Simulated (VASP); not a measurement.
Input of a VASP 6.6.1 run:

File INCAR:

```
SYSTEM = CaMg
PREC = Accurate
ENCUT = 520
EDIFF = 1E-6
ISMEAR = 0
SIGMA = 0.15
LREAL = .False.
LASPH = .True.
NELM = 80
ALGO = Normal
ISIF = 2
LWAVE = .False.
LCHARG = .False.
NBANDS = 13
```

Contents of KPOINTS:

```
Automatic mesh
0
Gamma
  14 14 14
  0 0 0
```

POSCAR

```
CaMg
1.0
    3.6404391049      0.0000000000      0.0000000000
    0.0000000000      3.6404391049      0.0000000000
    0.0000000000      0.0000000000      3.6404391049
Ca Mg
1 1
Direct
    0.0000000000      0.0000000000      0.0000000000
    0.5000000000      0.5000000000      0.5000000000
```

Potentials or basis: VASP PAW LDA potentials, release 64 (Ca_sv, Mg).

Command:

```console
$ cat potpaw_LDA.64/Ca_sv/POTCAR potpaw_LDA.64/Mg/POTCAR > POTCAR
$ mpirun -np 1 vasp_std > vasp.out
```

Task: Estimate the pressure.

Result: 6.8 GPa.

Task: What does it give for the band gap on the k mesh?

Result: Zero (bands 6 and 7 overlap by 1.39 eV).

Caveat: the cell stands under pressure.
